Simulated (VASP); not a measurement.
# SiC (Moissanite) (P6_3mc) in VASP: notebook, part 2 of 3

VASP 6.6.1. The steps go on from the part before.

## (3) Single point, PBE

The input, INCAR:

```
  ALGO = Normal
  EDIFF = 1E-6
  ENCUT = 520
  GGA = PE
  ISIF = 2
  ISMEAR = 0
  LASPH = T
  LCHARG = F
  LREAL = F
  LWAVE = F
  NBANDS = 16
  NELM = 60
  PREC = Accurate
  SIGMA = 0.027000000000000003
```

The input, KPOINTS:

```
k-points
0
Gamma
  10 10 5
```

The input, POSCAR:

```
SiC
1.0
    3.0760000000      0.0000000000      0.0000000000
   -1.5380000000      2.6638941420      0.0000000000
    0.0000000000      0.0000000000      5.0480000000
Si C
2 2
Direct
    0.6666666667      0.3333333333      0.5000000000
    0.3333333333      0.6666666667      0.0000000000
    0.6666666667      0.3333333333      0.8850000000
    0.3333333333      0.6666666667      0.3850000000
```

Potentials or basis: VASP PAW PBE potentials, release 64 (Si, C).

Started as:

```
$ cat potpaw_PBE.64/Si/POTCAR potpaw_PBE.64/C/POTCAR > POTCAR
$ mpirun -np 1 vasp_std > vasp.out
```

OUTCAR:

```text
EDIFF = 1E-6
   ENCUT = 520
   GGA = PE
   ISIF = 2
   ISMEAR = 0
   LASPH = T
   LREAL = F
   NELM = 60
   PREC = Accurate

 ion  position               nearest neighbor table
   1  0.667  0.333  0.500-   4 1.87   4 1.87   4 1.87   3 1.94   2 3.09   2 3.09   2 3.09   2 3.09
                             2 3.09   2 3.09
   2  0.333  0.667  0.000-   3 1.87   3 1.87   3 1.87   4 1.94   1 3.09   1 3.09   1 3.09   1 3.09
                             1 3.09   1 3.09
   3  0.667  0.333  0.885-   2 1.87   2 1.87   2 1.87   1 1.94
   4  0.333  0.667  0.385-   1 1.87   1 1.87   1 1.87   2 1.94

  LATTYP: Found a hexagonal cell.
 ALAT       =     3.0760000000
 C/A-ratio  =     1.6410923277

  Lattice vectors:

 A1 = (   3.0760000000,   0.0000000000,   0.0000000000)
 A2 = (  -1.5380000000,   2.6638941420,   0.0000000000)
 A3 = (   0.0000000000,   0.0000000000,   5.0480000000)

Analysis of symmetry for initial positions (statically):
=====================================================================
 Subroutine PRICEL returns:
 Original cell was already a primitive cell.

 Routine SETGRP: Setting up the symmetry group for a
 hexagonal supercell.

 Subroutine GETGRP returns: Found 12 space group operations
 (whereof  6 operations were pure point group operations)
 out of a pool of 24 trial point group operations.

The static configuration has the point symmetry C_3v.
 The point group associated with its full space group is C_6v.

Analysis of symmetry for dynamics (positions and initial velocities):
=====================================================================
 Subroutine PRICEL returns:
 Original cell was already a primitive cell.

 Routine SETGRP: Setting up the symmetry group for a
 hexagonal supercell.

 Subroutine GETGRP returns: Found 12 space group operations
 (whereof  6 operations were pure point group operations)
 out of a pool of 24 trial point group operations.

The dynamic configuration has the point symmetry C_3v.
 The point group associated with its full space group is C_6v.

 Subroutine INISYM returns: Found 12 space group operations
 (whereof  6 operations are pure point group operations),
 and found     1 'primitive' translations

----------------------------------------------------------------------------------------

                                     Primitive cell

  volume of cell :      41.3640

  direct lattice vectors                    reciprocal lattice vectors
     3.076000000  0.000000000  0.000000000     0.325097529  0.187695146  0.000000000
    -1.538000000  2.663894142  0.000000000     0.000000000  0.375390292  0.000000000
     0.000000000  0.000000000  5.048000000     0.000000000  0.000000000  0.198098257

  length of vectors
     3.076000000  3.076000000  5.048000000     0.375390292  0.375390292  0.198098257

  position of ions in fractional coordinates (direct lattice)
     0.666666667  0.333333333  0.500000000
     0.333333333  0.666666667  0.000000000
     0.666666667  0.333333333  0.885000000
     0.333333333  0.666666667  0.385000000

  ion indices of the primitive-cell ions
   primitive index   ion index
                 1           1
                 2           2
                 3           3
                 4           4

----------------------------------------------------------------------------------------

 KPOINTS: k-points

Automatic generation of k-mesh.
 Grid dimensions read from file:
 generate k-points for:   10   10    5

 Generating k-lattice:

  Cartesian coordinates                     Fractional coordinates (reciprocal lattice)
     0.032509753  0.018769515  0.000000000     0.100000000  0.000000000  0.000000000
     0.000000000  0.037539029  0.000000000     0.000000000  0.100000000  0.000000000
     0.000000000  0.000000000  0.039619651     0.000000000  0.000000000  0.200000000

  Length of vectors
     0.037539029  0.037539029  0.039619651

  Shift w.r.t. Gamma in fractional coordinates (k-lattice)
     0.000000000  0.000000000  0.000000000

 Subroutine IBZKPT returns following result:
 ===========================================

 Found     42 irreducible k-points:

 Following reciprocal coordinates:
            Coordinates               Weight
  0.000000  0.000000  0.000000      1.000000
  0.100000 -0.000000  0.000000      6.000000
  0.200000 -0.000000  0.000000      6.000000
  0.300000  0.000000  0.000000      6.000000
  0.400000 -0.000000  0.000000      6.000000
  0.500000  0.000000  0.000000      3.000000
[... 16 lines left out ...]
  0.300000  0.100000  0.200000     24.000000
  0.400000  0.100000  0.200000     24.000000
 [... further k-points ...]
   k-points           NKPTS =     42   k-points in BZ     NKDIM =     42   number of bands    NBANDS=     16
   number of dos      NEDOS =    301   number of ions     NIONS =      4
   total plane-waves  NPLWV =  23040
   dimension x,y,z NGX =    24 NGY =   24 NGZ =   40
   dimension x,y,z NGXF=    48 NGYF=   48 NGZF=   80
   ions per type =               2   2
   NGX,Y,Z   is equivalent  to a cutoff of  12.97, 12.97, 13.17 a.u.
   NGXF,Y,Z  is equivalent  to a cutoff of  25.94, 25.94, 26.35 a.u.
 SYSTEM =  unknown system
   PREC   = accura    normal or accurate (medium, high low for compatibility)
   ISTART =      0    job   : 0-new  1-cont  2-samecut
   ICHARG =      2    charge: 1-file 2-atom 10-const
   ISPIN  =      1    spin polarized calculation?
   LNONCOLLINEAR =      F non collinear calculations
   LSORBIT =      F    spin-orbit coupling
   LASPH  =      T    aspherical Exc in radial PAW
   ENCUT  =  520.0 eV  38.22 Ry    6.18 a.u.   5.72  5.72  9.39*2*pi/ulx,y,z
   NELM   =     60;   NELMIN=  2; NELMDL= -5     # of ELM steps
   EDIFF  = 0.1E-05   stopping-criterion for ELM
   LREAL  =      F    real-space projection
   EDIFFG = 0.1E-04   stopping-criterion for IOM
   NSW    =      0    number of steps for IOM
   IBRION =     -1    ionic relax: 0-MD 1-quasi-New 2-CG
   NFREE  =      0    steps in history (QN), initial steepest desc. (CG)
   ISIF   =      2    stress and relaxation
   ISYM   =      2    0-nonsym 1-usesym 2-fastsym
   POTIM  = 0.5000    time-step for ionic-motion
   TEBEG  =    0.0;   TEEND  =   0.0 temperature during run
   PSTRESS=    0.0 pullay stress
   NELECT =      16.0000    total number of electrons
   NUPDOWN=      -1.0000    fix difference up-down
   EMIN   =  10.00;   EMAX   =-10.00  energy-range for DOS
   EFERMI =   0.00;   METHOD = LEGACY
   ISMEAR =     0;   SIGMA  =   0.03  broadening in eV -4-tet -1-fermi 0-gaus
   EFERMI_NEDOS =   21; number of points for ismear=-14 and -15
   IALGO  =     38    algorithm
   IMIX   =      4    mixing-type and parameters
     AMIX     =   0.40;   BMIX     =  1.00
     AMIX_MAG =   1.60;   BMIX_MAG =  1.00
  volume/ion in A,a.u.               =      10.34        69.78
  Fermi-wavevector in a.u.,A,eV,Ry     =   1.192817  2.254098 19.358549  1.422813
  Thomas-Fermi vector in A             =   2.328847
   LORBIT       =      0    0 simple, 1 ext, 2 COOP (PROOUT), +10 PAW based schemes
   GGA     = PE    functional components
   LHFCALC =     F    Hartree Fock is set to
   AEXX    =    0.0000 exact exchange contribution
   IVDW    =     0    specifies the selected vdW correction
   LEPSILON=     F    determine dielectric tensor
   LRPA    =     F    only Hartree local field effects (RPA)
 non-spin polarized calculation
 Gauss-broadening in eV      SIGMA  =   0.03
  energy-cutoff  :      520.00
  volume of cell :       41.36
 maximum number of plane-waves:      1132
 NGX is ok and might be reduce to    24
   NGX = 11   NGY = 11   NGZ = 19

 number of electron      16.0000000 magnetization

 Free energy of the ion-electron system (eV)
  ---------------------------------------------------
  ext. energy  EPLUGINS =         0.00000000
  ---------------------------------------------------
  free energy    TOTEN  =       -30.06707720 eV

  energy without entropy =      -30.06707720  energy(sigma->0) =      -30.06707720

 E-fermi :   8.5879     XC(G=0): -11.3486

 val. band max:        8.4096904092   @ k =   0.0000   0.0000   0.0000
 cond. band min:      10.8889033413   @ k =   0.3000   0.3000   0.0000
 fundamental gap:      2.4792129321
 Fermi energy:         8.5879276966

 k-point     1 :       0.0000    0.0000    0.0000
  band No.  band energies     occupation
      1      -7.3151      2.00000
      2      -3.8128      2.00000
      3      -0.2831      2.00000
      4       6.8534      2.00000
      5       6.8534      2.00000
      6       8.1340      2.00000
[... 433 lines left out ...]
      3       0.1142      2.00000
      4       1.5912      2.00000
      5       3.6621      2.00000
      6       4.4738      2.00000
[... 8 lines left out ...]
     15      19.7589      0.00000
     16      21.0924      0.00000

 [... further k-points ...]
[... 5 lines left out ...]
  --------------------------------------------------------------------------------------
  -------------------------------------------------------------------------------------
  Total        1.3564174      1.3564174      0.1082068      0.0000000      0.0000000     -0.0000000
  in kB       52.5389382     52.5389382      4.1912384      0.0000000      0.0000000     -0.0000000
  external PRESSURE =      36.4230383 kB  Pullay stress =       0.0000000 kB

 VOLUME and BASIS-vectors are now :
 -----------------------------------------------------------------------------
  energy-cutoff  :      520.00
  volume of cell :       41.36
      direct lattice vectors                 reciprocal lattice vectors
     3.076000000  0.000000000  0.000000000     0.325097529  0.187695146  0.000000000
    -1.538000000  2.663894142  0.000000000     0.000000000  0.375390292  0.000000000
     0.000000000  0.000000000  5.048000000     0.000000000  0.000000000  0.198098257

 POSITION                                       TOTAL-FORCE (eV/Angst)
 -----------------------------------------------------------------------------------
      1.53800      0.88796      2.52400        -0.000000      0.000000      0.752819
     -0.00000      1.77593      0.00000         0.000000     -0.000000      0.752819
      1.53800      0.88796      4.46748         0.000000      0.000000     -0.752819
     -0.00000      1.77593      1.94348         0.000000     -0.000000     -0.752819
 -----------------------------------------------------------------------------------
    total drift:                                0.000000      0.000000     -0.000217

  FREE ENERGIE OF THE ION-ELECTRON SYSTEM (eV)
  ---------------------------------------------------
  free  energy   TOTEN  =       -30.0670771964 eV

  energy  without entropy=      -30.0670771964  energy(sigma->0) =      -30.06707720
```

OSZICAR:

```text
N       E                     dE             d eps       ncg     rms          rms(c)
DAV:   1     0.238068775869E+02    0.23807E+02   -0.70547E+03  1344   0.889E+02
DAV:   2    -0.314888264733E+02   -0.55296E+02   -0.50625E+02  1960   0.156E+02
DAV:   3    -0.337949465259E+02   -0.23061E+01   -0.22993E+01  1760   0.297E+01
DAV:   4    -0.338111872726E+02   -0.16241E-01   -0.16238E-01  1656   0.307E+00
DAV:   5    -0.338113490763E+02   -0.16180E-03   -0.16180E-03  1768   0.288E-01    0.125E+01
DAV:   6    -0.301558446195E+02    0.36555E+01   -0.65409E+00  1712   0.157E+01    0.564E+00
DAV:   7    -0.300848498303E+02    0.70995E-01   -0.11238E+00  1896   0.618E+00    0.249E+00
DAV:   8    -0.300682599552E+02    0.16590E-01   -0.47443E-02  1480   0.139E+00    0.630E-01
DAV:   9    -0.300667283067E+02    0.15316E-02   -0.76080E-03  1808   0.591E-01    0.123E-01
DAV:  10    -0.300670486126E+02   -0.32031E-03   -0.10240E-03  1632   0.186E-01    0.577E-02
DAV:  11    -0.300670763004E+02   -0.27688E-04   -0.93602E-05  1592   0.689E-02    0.136E-02
DAV:  12    -0.300670771964E+02   -0.89600E-06   -0.66107E-06  1768   0.164E-02
   1 F= -.30067077E+02 E0= -.30067077E+02  d E =-.361438E-23
```

Wall time 14 s (1 thread of AMD EPYC 9R45 (Zen 5), shared host); peak memory 0.13 GiB.

What came out:

```yaml
Free_energy: -30.0671 eV
Pressure: 3.6 GPa
Largest_force: 0.753 eV/Å
Band_gap_on_the_k_mesh: 2.48 eV, indirect (least direct gap 4.08 eV)
```

Forces on the atoms (eV/Å):
```
Si   0.000  0.000  0.753
Si   0.000  0.000  0.753
C    0.000  0.000 -0.753
C    0.000  0.000 -0.753
```

Stress tensor (GPa, compression positive):
```
5.25 0.00 0.00
0.00 5.25 0.00
0.00 0.00 0.42
```

## (4) Single point, r2SCAN

POSCAR is that of step 3.

The input, INCAR.step1:

```
SYSTEM = SiC
ALGO = Normal
EDIFF = 1E-4
ENCUT = 520
GGA = PE
ISMEAR = -1
LASPH = .TRUE.
LCHARG = .FALSE.
LREAL = .FALSE.
LWAVE = .TRUE.
NBANDS = 16
NELM = 80
PREC = Accurate
SIGMA = 0.05
```

The input, INCAR.step2:

```
SYSTEM = SiC
ALGO = Normal
EDIFF = 1E-6
ENCUT = 520
ISIF = 2
ISMEAR = -1
ISTART = 1
LASPH = .TRUE.
LCHARG = .TRUE.
LELF = .TRUE.
LMIXTAU = .TRUE.
LREAL = .FALSE.
LVHAR = .TRUE.
LWAVE = .FALSE.
METAGGA = R2SCAN
NBANDS = 16
NELM = 80
PREC = Accurate
SIGMA = 0.05
```

The input, KPOINTS:

```
k-points
0
G
  10 10 5
  0 0 0
```

Started as:

```
$ cat potpaw_PBE.64/Si/POTCAR potpaw_PBE.64/C/POTCAR > POTCAR
$ cp INCAR.step1 INCAR
$ mpirun -np 1 vasp_std > vasp.out
$ cp INCAR.step2 INCAR
$ mpirun -np 1 vasp_std > vasp.out
```

It took 71 s on 1 thread of AMD EPYC 9R45 (Zen 5), shared host; peak memory 0.14 GiB.

It converged, with:

- Free energy: -38.6008 eV
- Pressure: 0.0 GPa
- Largest force: 0.771 eV/Å
- Band gap on the k mesh: 2.86 eV, indirect (least direct gap 4.59 eV)

Forces on the atoms (eV/Å):
```
Si   0.000  0.000  0.771
Si   0.000  0.000  0.771
C    0.000  0.000 -0.771
C    0.000  0.000 -0.771
```

Stress tensor (GPa, compression positive):
```
 1.36  0.00  0.00
 0.00  1.36  0.00
 0.00  0.00 -2.72
```

Levels at points of the mesh, in eV from the valence-band top:
```
           k point  band 4  band 5  band 6  band 7  band 8  band 9  band 10  band 11  band 12  band 13
(0.00, 0.00, 0.00)   -1.65   -1.65   -0.30   -0.30    0.00    5.18     6.57     7.01     7.01     8.13
(0.50, 0.00, 0.00)   -6.82   -5.63   -3.72   -3.34   -1.57    3.02     4.63     7.32     7.71    10.39
```

Caveat: the PAW data sets were made with another functional, which shifts forces and pressure a little. A k mesh can miss the band edges.

## (5) Relaxation of cell and atoms, RPBE+D3(BJ)

The input, INCAR:

```
SYSTEM = SiC
PREC     = Accurate       ! precision mode
ENCUT    = 600            ! plane-wave cutoff, eV
EDIFF    = 1E-6           ! SCF threshold, eV
ISMEAR   = -1             ! smearing method
SIGMA    = 0.05           ! smearing width, eV
LREAL    = .FALSE.        ! projectors in reciprocal space
LASPH    = .TRUE.         ! aspherical terms in the spheres
NELM     = 80             ! most SCF steps
ALGO     = Normal         ! electronic algorithm
ISIF     = 3              ! what is computed and relaxed
LWAVE    = .FALSE.        ! write WAVECAR
LCHARG   = .FALSE.        ! write CHGCAR
GGA      = RP             ! functional
IVDW     = 12             ! dispersion correction
IBRION   = 2              ! ionic algorithm
NSW      = 60             ! ionic steps
EDIFFG   = -0.01          ! ionic threshold
```

The input, KPOINTS:

```
Automatic mesh
0
G
  10 10 5
  0 0 0
```

POSCAR is that of step 4.

Started as:

```
$ cat potpaw_PBE.64/Si/POTCAR potpaw_PBE.64/C/POTCAR > POTCAR
$ mpirun -np 1 vasp_std > vasp.out
```

Run time: 45 s. Hardware: 1 thread of AMD EPYC 9R45 (Zen 5), shared host; peak memory 0.17 GiB.

Results (log left out):

| Quantity | Value |
| --- | --- |
| Free energy | -33.3214 eV |
| Relaxed volume | 9.59 Å³/atom |
| Relaxed cell | a = 3.002 Å, b = 3.002 Å, c = 4.918 Å, α = 90.00°, β = 90.00°, γ = 120.00° |
| Space group after relaxing (to 0.05 Å) | P6_3mc (No. 186) |
| Energy gained by relaxing | 48.9 meV/atom |
| Ionic steps | 5 |
| Pressure after relaxing | 0.1 GPa |
| Largest force after relaxing | 0.008 eV/Å |
| Band gap on the k mesh | 2.36 eV, indirect (least direct gap 4.13 eV) |
| Dispersion energy per atom | -1.247 eV |

Forces on the atoms (eV/Å):
```
Si   0.000  0.000  0.008
Si   0.000  0.000  0.008
C    0.000  0.000 -0.008
C    0.000  0.000 -0.008
```

Step by step:
```csv
step,energy change (eV),largest force (eV/Å),pressure (GPa),volume (Å³)
1,0.0000,0.7501,-15.85,41.36
2,0.0469,1.1073,23.03,35.53
3,-0.1924,0.1342,-0.15,38.41
4,-0.1925,0.1167,0.22,38.35
5,-0.1955,0.0078,0.08,38.38
```

Final structure:
```
CELL_PARAMETERS angstrom
3.00194 0.00000 0.00000
-1.50097 2.59976 0.00000
0.00000 0.00000 4.91754
ATOMIC_POSITIONS crystal
Si 0.66667 0.33333 0.50447
Si 0.33333 0.66667 0.00447
C 0.66667 0.33333 0.88053
C 0.33333 0.66667 0.38053
```

Levels at points of the mesh, in eV from the valence-band top:
```tsv
k point	band 5	band 6	band 7	band 8	band 9	band 10	band 11	band 12
(0.00, 0.00, 0.00)	-1.35	-0.09	0.00	0.00	5.46	7.06	7.16	7.16
(0.50, 0.00, 0.00)	-5.68	-3.48	-3.47	-1.20	2.93	4.34	7.45	7.51
```

Caveat: the PAW data sets were made with another functional, which shifts forces and pressure a little. As with any semilocal functional, this RPBE gap is likely too small.

(Continued in part 3 of 3.)
